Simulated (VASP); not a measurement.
SrTiO3, 5 atoms in the cell. It takes space group Pm-3m (No. 221, cubic). Conventional cell: a = 3.846 Å, b = 3.846 Å, c = 3.846 Å, α = 90.00°, β = 90.00°, γ = 90.00°. Sr (site symmetry m-3m) has 12 O at 2.72 Å and 8 Ti at 3.33 Å within 3.6 Å. Ti (site symmetry m-3m) has 6 O at 1.92 Å within 2.5 Å. O (site symmetry 4/mmm) has 2 Ti at 1.92 Å within 2.5 Å. 

* Program: VASP 6.6.1
* Task: single point
* Functional: r2SCAN
* Potentials or basis: VASP PAW PBE potentials, release 64 (Sr_sv, Ti_sv, O)
* Cutoff: 660 eV
* k mesh: 6 × 6 × 6
* Occupations: gaussian, width 0.01 eV
* Spin: no spin polarisation
* Dipole correction: no
* Further INCAR settings: ALGO = Normal; EDIFF = 1e-06; NBANDS = 28

Potentials or basis: VASP PAW PBE potentials, release 64 (Sr_sv, Ti_sv, O).

Command:

```console
$ cat potpaw_PBE.64/Sr_sv/POTCAR potpaw_PBE.64/Ti_sv/POTCAR potpaw_PBE.64/O/POTCAR > POTCAR
$ cp INCAR.step1 INCAR
$ mpirun -np 1 vasp_std > vasp.out
$ cp INCAR.step2 INCAR
$ mpirun -np 1 vasp_std > vasp.out
```

Hardware: 1 thread of Intel Xeon 8259CL, on a shared host.

Task: How long does it take, and how much memory?

Result: Run time: 2.4 min on 1 thread of Intel Xeon 8259CL (shared host), peak memory 0.22 GiB. Counts: k points 20.
